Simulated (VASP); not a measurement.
# Al (Im-3m) in VASP: further runs

Al is run at these levels: revPBE; tasks: single point.

Everything below comes from runs of VASP 6.6.1. Logs are shortened: lines on timing, memory, paths and dates and some standing lists are left out, and cuts for length are marked.

**1. The cell of the first run**

It takes space group Im-3m (No. 229, cubic). The conventional cell has a = 3.252 Å, b = 3.252 Å, c = 3.252 Å, α = 90.00°, β = 90.00°, γ = 90.00°. Within 3.7 Å of Al (site symmetry m-3m) lie 14 Al at 2.82 to 3.25 Å.

**2. Single point, revPBE**

INCAR reads:

```
PREC = Accurate
ENCUT = 520
EDIFF = 1E-6
ISMEAR = -1
SIGMA = 0.1
LREAL = False
LASPH = True
NELM = 80
ALGO = Normal
ISIF = 2
LWAVE = False
LCHARG = True
GGA = RE
LELF = True
LVHAR = True
NBANDS = 8
```

KPOINTS reads:

```
regular mesh
0
Gamma
  14 14 14
```

POSCAR reads:

```
Al
1.0
   -1.6261807820      1.6261807820      1.6261807820
    1.6261807820     -1.6261807820      1.6261807820
    1.6261807820      1.6261807820     -1.6261807820
Al
1
Direct
    0.0000000000      0.0000000000      0.0000000000
```

Potentials or basis: VASP PAW PBE potentials, release 64 (Al).

The run is started by

```bash
$ cat potpaw_PBE.64/Al/POTCAR > POTCAR
$ mpirun -np 1 vasp_std > vasp.out
```

OUTCAR:

```text
PREC = Accurate
   ENCUT = 520
   EDIFF = 1E-6
   ISMEAR = -1
   LREAL = False
   LASPH = True
   NELM = 80
   ISIF = 2
   GGA = RE

 ion  position               nearest neighbor table
   1  0.000  0.000  0.000-

  LATTYP: Found a body centered cubic cell.
 ALAT       =     3.2523615640

  Lattice vectors:

 A1 = (  -1.6261807820,   1.6261807820,   1.6261807820)
 A2 = (   1.6261807820,  -1.6261807820,   1.6261807820)
 A3 = (   1.6261807820,   1.6261807820,  -1.6261807820)

Analysis of symmetry for initial positions (statically):
=====================================================================
 Subroutine PRICEL returns:
 Original cell was already a primitive cell.

 Routine SETGRP: Setting up the symmetry group for a
 body centered cubic supercell.

 Subroutine GETGRP returns: Found 48 space group operations
 (whereof 48 operations were pure point group operations)
 out of a pool of 48 trial point group operations.

The static configuration has the point symmetry O_h .

Analysis of symmetry for dynamics (positions and initial velocities):
=====================================================================
 Subroutine PRICEL returns:
 Original cell was already a primitive cell.

 Routine SETGRP: Setting up the symmetry group for a
 body centered cubic supercell.

 Subroutine GETGRP returns: Found 48 space group operations
 (whereof 48 operations were pure point group operations)
 out of a pool of 48 trial point group operations.

The dynamic configuration has the point symmetry O_h .

 Subroutine INISYM returns: Found 48 space group operations
 (whereof 48 operations are pure point group operations),
 and found     1 'primitive' translations

----------------------------------------------------------------------------------------

                                     Primitive cell

  volume of cell :      17.2015

  direct lattice vectors                    reciprocal lattice vectors
    -1.626180782  1.626180782  1.626180782     0.000000000  0.307468890  0.307468890
     1.626180782 -1.626180782  1.626180782     0.307468890  0.000000000  0.307468890
     1.626180782  1.626180782 -1.626180782     0.307468890  0.307468890  0.000000000

  length of vectors
     2.816627737  2.816627737  2.816627737     0.434826674  0.434826674  0.434826674

[... 77 lines left out ...]
   NELM   =     80;   NELMIN=  2; NELMDL= -5     # of ELM steps
   EDIFF  = 0.1E-05   stopping-criterion for ELM
   LREAL  =      F    real-space projection
   EDIFFG = 0.1E-04   stopping-criterion for IOM
   NSW    =      0    number of steps for IOM
   IBRION =     -1    ionic relax: 0-MD 1-quasi-New 2-CG
   NFREE  =      0    steps in history (QN), initial steepest desc. (CG)
   ISIF   =      2    stress and relaxation
   ISYM   =      2    0-nonsym 1-usesym 2-fastsym
   POTIM  = 0.5000    time-step for ionic-motion
   TEBEG  =    0.0;   TEEND  =   0.0 temperature during run
   PSTRESS=    0.0 pullay stress
   NELECT =       3.0000    total number of electrons
   NUPDOWN=      -1.0000    fix difference up-down
   EMIN   =  10.00;   EMAX   =-10.00  energy-range for DOS
   EFERMI =   0.00;   METHOD = LEGACY
   ISMEAR =    -1;   SIGMA  =   0.10  broadening in eV -4-tet -1-fermi 0-gaus
   EFERMI_NEDOS =   21; number of points for ismear=-14 and -15
   IALGO  =     38    algorithm
   IMIX   =      4    mixing-type and parameters
     AMIX     =   0.40;   BMIX     =  1.00
     AMIX_MAG =   1.60;   BMIX_MAG =  1.00
  volume/ion in A,a.u.               =      17.20       116.08
  Fermi-wavevector in a.u.,A,eV,Ry     =   0.914660  1.728457 11.382678  0.836603
  Thomas-Fermi vector in A             =   2.039312
   LORBIT       =      0    0 simple, 1 ext, 2 COOP (PROOUT), +10 PAW based schemes
   GGA     = RE    functional components
   LHFCALC =     F    Hartree Fock is set to
   AEXX    =    0.0000 exact exchange contribution
   IVDW    =     0    specifies the selected vdW correction
   LEPSILON=     F    determine dielectric tensor
   LRPA    =     F    only Hartree local field effects (RPA)
 non-spin polarized calculation
  energy-cutoff  :      520.00
  volume of cell :       17.20
 maximum number of plane-waves:       476
 NGX is ok and might be reduce to    24
   NGX = 11   NGY = 11   NGZ = 11

 number of electron       3.0000000 magnetization

 Free energy of the ion-electron system (eV)
  ---------------------------------------------------
  ext. energy  EPLUGINS =         0.00000000
  ---------------------------------------------------
  free energy    TOTEN  =        -3.46955493 eV

  energy without entropy =       -3.45675719  energy(sigma->0) =       -3.46315606

 E-fermi :   7.6505     XC(G=0): -10.0109

 val. band max:        7.6270131014   @ k =   0.2857   0.2857   0.0000
 cond. band min:       7.6970244879   @ k =   0.2857   0.2143   0.0000
 fundamental gap:      0.0700113864
 Fermi energy:         7.6505016516

 k-point     1 :       0.0000    0.0000    0.0000
  band No.  band energies     occupation
      1      -3.2008      2.00000
      2      20.6488      0.00000
      3      20.6488      0.00000
      4      20.6488      0.00000
      5      21.8547      0.00000
      6      21.8547      0.00000
      7      21.8547      0.00000
      8      23.6245      0.00000
[... 243 lines left out ...]
 k-point    24 :       0.3571    0.2857    0.0000
  band No.  band energies     occupation
      1       5.0623      2.00000
      2       5.4702      2.00000
      3       7.2721      1.95554
      4      14.6160      0.00000
      5      22.0799      0.00000
      6      23.7091      0.00000
      7      23.7381      0.00000
      8      29.3218      0.00000

 [... further k-points ...]

------------------------ aborting loop because EDIFF is reached ----------------------------------------

  FORCE on cell =-STRESS in cart. coord.  units (eV):
  Direction    XX          YY          ZZ          XY          YZ          ZX
  --------------------------------------------------------------------------------------
  -------------------------------------------------------------------------------------
  Total       -0.0132217     -0.0132217     -0.0132217      0.0000000      0.0000000     -0.0000000
  in kB       -1.2314950     -1.2314950     -1.2314950      0.0000000      0.0000000     -0.0000000
  external PRESSURE =      -1.2314950 kB  Pullay stress =       0.0000000 kB

 VOLUME and BASIS-vectors are now :
 -----------------------------------------------------------------------------
  energy-cutoff  :      520.00
  volume of cell :       17.20
      direct lattice vectors                 reciprocal lattice vectors
    -1.626180782  1.626180782  1.626180782     0.000000000  0.307468890  0.307468890
     1.626180782 -1.626180782  1.626180782     0.307468890  0.000000000  0.307468890
     1.626180782  1.626180782 -1.626180782     0.307468890  0.307468890  0.000000000

 POSITION                                       TOTAL-FORCE (eV/Angst)
 -----------------------------------------------------------------------------------
      0.00000      0.00000      0.00000        -0.000000      0.000000     -0.000000
 -----------------------------------------------------------------------------------
    total drift:                                0.000000      0.000000      0.000000

  FREE ENERGIE OF THE ION-ELECTRON SYSTEM (eV)
  ---------------------------------------------------
  free  energy   TOTEN  =        -3.4695549317 eV

  energy  without entropy=       -3.4567571885  energy(sigma->0) =       -3.46315606
```

OSZICAR:

```text
N       E                     dE             d eps       ncg     rms          rms(c)
DAV:   1    -0.226727727191E+01   -0.22673E+01   -0.82937E+02  1664   0.203E+02
DAV:   2    -0.348637188970E+01   -0.12191E+01   -0.11845E+01  2248   0.176E+01
DAV:   3    -0.349251199157E+01   -0.61401E-02   -0.61366E-02  2048   0.138E+00
DAV:   4    -0.349253024941E+01   -0.18258E-04   -0.18258E-04  2432   0.663E-02
DAV:   5    -0.349253036172E+01   -0.11231E-06   -0.11313E-06  2120   0.375E-03    0.161E+00
DAV:   6    -0.347926066371E+01    0.13270E-01   -0.18714E-03  1824   0.219E-01    0.921E-01
DAV:   7    -0.346957173336E+01    0.96889E-02   -0.57309E-03  1800   0.356E-01    0.165E-01
DAV:   8    -0.346955744414E+01    0.14289E-04   -0.20773E-05  2344   0.314E-02    0.204E-02
DAV:   9    -0.346955535629E+01    0.20878E-05   -0.10145E-06  1952   0.480E-03    0.848E-04
DAV:  10    -0.346955493174E+01    0.42455E-06   -0.12194E-08  1224   0.769E-04
   1 F= -.34695549E+01 E0= -.34631561E+01  d E =-.127977E-01
```

Run time: 8.6 s. Hardware: 1 thread of Intel Xeon Platinum 8259CL at 2.50GHz (Skylake/Cascade Lake), shared host; peak memory 0.13 GiB.

Results:

| Property | Result |
| --- | --- |
| Free energy | -3.4696 eV |
| Pressure | -0.1 GPa |

Caveat: the PAW data sets were made with another functional, which shifts forces and pressure a little.

**3. Single point, revPBE (volume scaled by 0.88)**

INCAR reads:

```
PREC = Accurate
ENCUT = 520
EDIFF = 1E-7
ISMEAR = -1
SIGMA = 0.1
LREAL = F
LASPH = T
NELM = 60
ALGO = Normal
ISIF = 2
LWAVE = F
LCHARG = T
GGA = RE
LELF = T
LVHAR = T
NBANDS = 8
```

KPOINTS reads:

```
Automatic mesh
0
Gamma
  15 15 15
```

POSCAR reads:

```
Al
1.0
   -1.5583429781      1.5583429781      1.5583429781
    1.5583429781     -1.5583429781      1.5583429781
    1.5583429781      1.5583429781     -1.5583429781
Al
1
Direct
    0.0000000000      0.0000000000      0.0000000000
```

Potentials or basis: VASP PAW PBE potentials, release 64 (Al).

The run is started by

```bash
$ cat potpaw_PBE.64/Al/POTCAR > POTCAR
$ mpirun -np 1 vasp_std > vasp.out
```

Run time: 8.8 s. Hardware: 1 thread of Intel Xeon Platinum 8259CL at 2.50GHz (Skylake/Cascade Lake), shared host; peak memory 0.12 GiB.

The run converged. Its results:

```yaml
Free_energy: -3.4050 eV
Pressure: 11.0 GPa
```

Levels at points of the mesh, in eV from the Fermi level:
```tsv
k point	band 1	band 2	band 3	band 4
(0.00, 0.00, 0.00)	-11.76	13.78	13.78	13.78
```

Caveat: the PAW data sets were made with another functional, which shifts forces and pressure a little.

**4. Single point, revPBE (volume scaled by 0.92)**

INCAR reads:

```
SYSTEM = Al
ALGO = Normal ; EDIFF = 1E-6
ENCUT = 520 ; GGA = RE
ISIF = 2 ; ISMEAR = -1
LASPH = .TRUE. ; LCHARG = .FALSE.
LREAL = .FALSE. ; LWAVE = .FALSE.
NBANDS = 8 ; NELM = 80
PREC = Accurate ; SIGMA = 0.1
```

KPOINTS reads:

```
k-points
0
G
  15 15 15
  0 0 0
```

POSCAR reads:

```
Al
1.0
   -1.5816052580      1.5816052580      1.5816052580
    1.5816052580     -1.5816052580      1.5816052580
    1.5816052580      1.5816052580     -1.5816052580
Al
1
Direct
    0.0000000000      0.0000000000      0.0000000000
```

The run is started by

```bash
$ cat potpaw_PBE.64/Al/POTCAR > POTCAR
$ mpirun -np 1 vasp_std > vasp.out
```

Run time: 7.4 s. Hardware: 1 thread of Intel Xeon Platinum 8259CL at 2.50GHz (Skylake/Cascade Lake), shared host; peak memory 0.12 GiB.

The run converged. Its results:

```
Free energy : -3.4420 eV
Pressure    : 6.4 GPa
```

Levels at points of the mesh, in eV from the Fermi level:
```csv
k point,band 1,band 2,band 3,band 4,band 5,band 6
"(0.00, 0.00, 0.00)",-11.44,13.50,13.50,13.50,15.43,15.43
```

Caveat: the PAW data sets were made with another functional, which shifts forces and pressure a little.

**5. Single point, revPBE (volume scaled by 0.96)**

INCAR reads:

```
ALGO = Normal
EDIFF = 1E-6
ENCUT = 520
GGA = RE
ISIF = 2
ISMEAR = -1
LASPH = True
LCHARG = True
LELF = True
LREAL = False
LVHAR = True
LWAVE = False
NBANDS = 8
NELM = 60
PREC = Accurate
SIGMA = 0.1
```

KPOINTS reads:

```
k-points
0
Gamma
  15 15 15
```

POSCAR reads:

```
Al
1.0
   -1.6042026719      1.6042026719      1.6042026719
    1.6042026719     -1.6042026719      1.6042026719
    1.6042026719      1.6042026719     -1.6042026719
Al
1
Direct
    0.0000000000      0.0000000000      0.0000000000
```

Potentials or basis: VASP PAW PBE potentials, release 64 (Al).

The run is started by

```bash
$ cat potpaw_PBE.64/Al/POTCAR > POTCAR
$ mpirun -np 1 vasp_std > vasp.out
```

OUTCAR:

```text
EDIFF = 1E-6
   ENCUT = 520
   GGA = RE
   ISIF = 2
   ISMEAR = -1
   LASPH = True
   LREAL = False
   NELM = 60
   PREC = Accurate

 ion  position               nearest neighbor table
   1  0.000  0.000  0.000-

  LATTYP: Found a body centered cubic cell.
 ALAT       =     3.2084053438

  Lattice vectors:

 A1 = (  -1.6042026719,   1.6042026719,   1.6042026719)
 A2 = (   1.6042026719,  -1.6042026719,   1.6042026719)
 A3 = (   1.6042026719,   1.6042026719,  -1.6042026719)

Analysis of symmetry for initial positions (statically):
=====================================================================
 Subroutine PRICEL returns:
 Original cell was already a primitive cell.

 Routine SETGRP: Setting up the symmetry group for a
 body centered cubic supercell.

 Subroutine GETGRP returns: Found 48 space group operations
 (whereof 48 operations were pure point group operations)
 out of a pool of 48 trial point group operations.

The static configuration has the point symmetry O_h .

Analysis of symmetry for dynamics (positions and initial velocities):
[... 158 lines left out ...]

 val. band max:        8.0497633609   @ k =  -0.4000   0.4000   0.2000
 cond. band min:       8.0912808189   @ k =   0.2667   0.2667   0.0667
 fundamental gap:      0.0415174580
 Fermi energy:         8.0686482275

 k-point     1 :       0.0000    0.0000    0.0000
  band No.  band energies     occupation
      1      -3.0603      2.00000
      2      21.3164      0.00000
      3      21.3164      0.00000
      4      21.3164      0.00000
      5      22.8667      0.00000
      6      22.8667      0.00000
      7      22.8667      0.00000
      8      24.3589      0.00000
[... 243 lines left out ...]
 k-point    24 :       0.4000    0.2000    0.0000
  band No.  band energies     occupation
      1       4.5354      2.00000
      2       5.0592      2.00000
      3      10.2469      0.00000
      4      15.5264      0.00000
      5      21.0673      0.00000
      6      24.7700      0.00000
      7      25.8513      0.00000
      8      28.0444      0.00000

 [... further k-points ...]

------------------------ aborting loop because EDIFF is reached ----------------------------------------

  FORCE on cell =-STRESS in cart. coord.  units (eV):
  Direction    XX          YY          ZZ          XY          YZ          ZX
  --------------------------------------------------------------------------------------
  -------------------------------------------------------------------------------------
  Total        0.2786720      0.2786720      0.2786720      0.0000000      0.0000000     -0.0000000
  in kB       27.0374836     27.0374836     27.0374836      0.0000000      0.0000000     -0.0000000
  external PRESSURE =      27.0374836 kB  Pullay stress =       0.0000000 kB

 VOLUME and BASIS-vectors are now :
 -----------------------------------------------------------------------------
  energy-cutoff  :      520.00
  volume of cell :       16.51
      direct lattice vectors                 reciprocal lattice vectors
    -1.604202672  1.604202672  1.604202672     0.000000000  0.311681316  0.311681316
     1.604202672 -1.604202672  1.604202672     0.311681316  0.000000000  0.311681316
     1.604202672  1.604202672 -1.604202672     0.311681316  0.311681316  0.000000000

 POSITION                                       TOTAL-FORCE (eV/Angst)
 -----------------------------------------------------------------------------------
      0.00000      0.00000      0.00000        -0.000000      0.000000      0.000000
 -----------------------------------------------------------------------------------
    total drift:                                0.000000     -0.000000     -0.000000

  FREE ENERGIE OF THE ION-ELECTRON SYSTEM (eV)
  ---------------------------------------------------
  free  energy   TOTEN  =        -3.4612935679 eV

  energy  without entropy=       -3.4473008033  energy(sigma->0) =       -3.45429719
```

stdout:

```text
POSCAR found type information on POSCAR Al
 POSCAR found :  1 types and       1 ions
 scaLAPACK will be used
 -----------------------------------------------------------------------------
|                                                                             |
|                                                                             |
|     You enforced a specific xc type in the INCAR file but a different       |
|     I HOPE YOU KNOW WHAT YOU ARE DOING!                                     |
|                                                                             |
 -----------------------------------------------------------------------------

 LDA part: xc-table for (Slater+PW92), standard interpolation
 POSCAR, INCAR and KPOINTS ok, starting setup
 FFT: planning ... GRIDC
 FFT: planning ... GRID_SOFT
 FFT: planning ... GRID
 WAVECAR not read
 entering main loop
```

Run time: 9.7 s. Hardware: 1 thread of Intel Xeon Platinum 8259CL at 2.50GHz (Skylake/Cascade Lake), shared host; peak memory 0.14 GiB.

Results:

* Free energy: -3.4613 eV
* Pressure: 2.7 GPa

Levels at points of the mesh, in eV from the Fermi level:
```tsv
k point	band 1	band 2	band 3	band 4	band 5	band 6
(0.00, 0.00, 0.00)	-11.13	13.25	13.25	13.25	14.80	14.80
```

Caveat: the PAW data sets were made with another functional, which shifts forces and pressure a little.

**6. Single point, revPBE**

INCAR reads:

```
PREC = Accurate
ENCUT = 520
EDIFF = 1E-6
ISMEAR = -1
SIGMA = 0.1
LREAL = False
LASPH = True
NELM = 80
ALGO = Normal
ISIF = 2
LWAVE = False
LCHARG = False
GGA = RE
NBANDS = 8
```

KPOINTS reads:

```
regular mesh
0
Gamma
  15 15 15
```

POSCAR reads:

```
Al
1.0
   -1.6261807820      1.6261807820      1.6261807820
    1.6261807820     -1.6261807820      1.6261807820
    1.6261807820      1.6261807820     -1.6261807820
Al
1
Direct
    0.0000000000      0.0000000000      0.0000000000
```

Potentials or basis: VASP PAW PBE potentials, release 64 (Al).

The run is started by

```bash
$ cat potpaw_PBE.64/Al/POTCAR > POTCAR
$ mpirun -np 1 vasp_std > vasp.out
```

Wall time 8.9 s (1 thread of Intel Xeon Platinum 8259CL at 2.50GHz (Skylake/Cascade Lake), shared host); peak memory 0.14 GiB.

It converged, with:

| Property | Result |
| --- | --- |
| Free energy | -3.4663 eV |
| Pressure | -0.3 GPa |

Levels at points of the mesh, in eV from the Fermi level:
| k point | band 1 | band 2 | band 3 | band 4 | band 5 |
| --- | --- | --- | --- | --- | --- |
| (0.00, 0.00, 0.00) | -10.84 | 13.01 | 13.01 | 13.01 | 14.21 |

Caveat: the PAW data sets were made with another functional, which shifts forces and pressure a little.

**7. Summary**

```tsv
cell	k mesh	gap on the mesh (eV)	pressure (GPa)
a = 2.817 Å, angles 109.5°, 1 atom	14 × 14 × 14	none	-0.1
a = 2.699 Å, angles 109.5°, 1 atom	15 × 15 × 15	none	11.0
a = 2.739 Å, angles 109.5°, 1 atom	15 × 15 × 15	none	6.4
a = 2.779 Å, angles 109.5°, 1 atom	15 × 15 × 15	none	2.7
a = 2.817 Å, angles 109.5°, 1 atom	15 × 15 × 15	none	-0.3
```

Alike in all rows: task single point; level revPBE; potentials or basis VASP PAW PBE potentials, release 64 (Al); no spin polarisation; cutoff (eV) 520; smearing fermi-dirac 0.1 eV.

Caveats: the PAW data sets were made with another functional, which shifts forces and pressure a little.

Total energies depend on the potentials used, so only differences within one code and one set of settings carry meaning.
